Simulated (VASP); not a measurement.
Pt: single point with LDA

The system is Pt.

```xyz
2
Lattice="0.0000 2.3141 2.3141 2.3141 0.0000 2.3141 2.3141 2.3141 0.0000" Properties=species:S:1:pos:R:3 pbc="T T T"
Pt   -0.5785   -0.5785   -0.5785
Pt    0.5785    0.5785    0.5785
```

```
Program             : VASP 6.6.1
Task                : single point
Functional          : LDA
Potentials or basis : VASP PAW LDA potentials, release 64 (Pt)
Cutoff              : 520 eV
k mesh              : 12 × 12 × 12
Occupations         : fermi-dirac, width 0.1 eV
Spin                : no spin polarisation
```

```json
{"Pressure": "349.8 GPa", "Band gap on the k mesh": "zero (band 10 reaches 17.67 eV, above the bottom of band 11 at 16.22 eV)"}
```

Levels at points of the mesh, in eV from the Fermi level:
```tsv
k point	band 6	band 7	band 8	band 9	band 10	band 11	band 12	band 13	band 14	band 15
(0.00, 0.00, 0.00)	-9.68	-4.72	-4.72	-4.72	0.54	0.54	11.19	12.21	12.21	12.21
(0.50, 0.00, 0.00)	-10.07	-4.56	-3.09	-3.09	-0.91	-0.91	1.06	8.97	12.78	12.78
(0.50, 0.50, 0.00)	-6.72	-6.32	-6.32	-0.42	-0.42	1.82	1.82	3.70	3.70	12.67
```

Run time: 16 s on 1 thread of Intel(R) Xeon(R) Platinum 8488C (Sapphire Rapids) (shared host), peak memory 0.14 GiB.

Caveat: spin-orbit coupling is left out, which moves the levels of the heavy elements.
